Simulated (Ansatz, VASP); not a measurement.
**LiH: VASP beside Ansatz**

Contents of INCAR:

```
PREC     = Accurate       # precision mode
ENCUT    = 520            # plane-wave cutoff, eV
EDIFF    = 1E-7           # SCF threshold, eV
ISMEAR   = -1             # smearing method
SIGMA    = 0.05           # smearing width, eV
LREAL    = F              # projectors in reciprocal space
LASPH    = T              # aspherical terms in the spheres
NELM     = 60             # most SCF steps
ALGO     = Normal         # electronic algorithm
ISIF     = 2              # what is computed and relaxed
LWAVE    = F              # write WAVECAR
LCHARG   = F              # write CHGCAR
NBANDS   = 9              # bands
```

File KPOINTS:

```
Automatic mesh
0
Gamma
  11 11 11
```

Contents of POSCAR:

```
LiH
1.0
    0.0000000000      2.0092229770      2.0092229770
    2.0092229770      0.0000000000      2.0092229770
    2.0092229770      2.0092229770      0.0000000000
Li H
1 1
Direct
    0.0000000000      0.0000000000      0.0000000000
    0.5000000000      0.5000000000      0.5000000000
```

File input.yaml:

```yaml
crystal:
  lattice:
    - [0.0, 2.009222977, 2.009222977]
    - [2.009222977, 0.0, 2.009222977]
    - [2.009222977, 2.009222977, 0.0]
  atoms:
    - { symbol: Li, position: [0.0, 0.0, 0.0] }
    - { symbol: H, position: [0.5, 0.5, 0.5] }
hamiltonian:
  xc: lda
  pseudopotentials: { kind: paw }
kpoints:
  mp_grid: { grid: [11, 11, 11] }
scf:
  occupations: { method: fermi_dirac, width: 0.05 }
output:
  forces: true
  stress: true
  eigenvalues: true
  write_density: true
  write_potential: true
  elf: true
  volumetric_format: npy
```

Alike in both runs: task single point; functional LDA; k mesh 11 × 11 × 11; occupations fermi-dirac, width 0.05 eV; no spin polarisation.

|  | VASP | Ansatz |
| --- | --- | --- |
| version | VASP 6.6.1 | Ansatz 0.2.0 |
| potentials or method | VASP PAW LDA potentials, release 64 (Li_sv, H) | Ansatz PAW |
| plane-wave cutoff (eV) | 520 | 420 |
| valence electrons in the cell | 4 | 4 |

VASP gave:

| Item | Value |
| --- | --- |
| gap on the k mesh at the Fermi level (eV) | 2.81 |
| least direct gap on the mesh (eV) | 2.81 |

Which values does Ansatz return?

gap on the k mesh at the Fermi level (eV): 2.82; least direct gap on the mesh (eV): 2.82.

LDA's correlation is that of Perdew and Zunger in VASP and of Perdew and Wang (1992) in Ansatz.

Noted on VASP's run: the cutoff is short for stress, so the pressure is rough. Noted on Ansatz's run: odd divisions of the mesh miss points on the zone boundary, where band edges often lie, so the gap on the mesh can be too wide.
